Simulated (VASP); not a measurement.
Set up this calculation in VASP 6.6.1, as the native input.

```
Task                   : single point
Functional             : PBEsol
Potentials or basis    : VASP PAW PBE potentials, release 64 (Sb)
Cutoff                 : 520 eV
k mesh                 : 8 × 8 × 4
Occupations            : fermi-dirac, width 0.05 eV
Spin                   : no spin polarisation
Dipole correction      : no
Further INCAR settings : ALGO = Normal; EDIFF = 1e-07; NBANDS = 12
```

The structure of Sb lies in POSCAR:

```
Sb
1.0
    3.3545324186      0.0000000000      0.0000000000
   -1.6772662093      2.9051102923      0.0000000000
    0.0000000000      0.0000000000      5.4701606500
Sb
2
Direct
    0.6666666667      0.3333333333      0.7500000000
    0.3333333333      0.6666666667      0.2500000000
```

This isn't the form of Sb at room conditions, which is rhombohedral.

The input as run:

INCAR

```
ALGO = Normal ; EDIFF = 1E-7
ENCUT = 520 ; GGA = PS
ISIF = 2 ; ISMEAR = -1
LASPH = T ; LCHARG = T
LELF = T ; LREAL = F
LVHAR = T ; LWAVE = F
NBANDS = 12 ; NELM = 100
PREC = Accurate ; SIGMA = 0.05
```

KPOINTS

```
k-points
0
Gamma
  8 8 4
```

Potentials or basis: VASP PAW PBE potentials, release 64 (Sb).

Launch:

```sh
$ cat potpaw_PBE.64/Sb/POTCAR > POTCAR
$ mpirun -np 1 vasp_std > vasp.out
```

It gave:

* Pressure: -1.2 GPa
* Band gap on the k mesh: zero (bands 5 and 6 overlap by 7.00 eV)

Caveat: the PAW data sets were made with another functional, which shifts forces and pressure a little; spin-orbit coupling is left out, which moves the levels of the heavy elements.

It took 28 s on 1 thread of Intel Xeon 8259CL, on a shared host, peak memory 0.17 GiB.
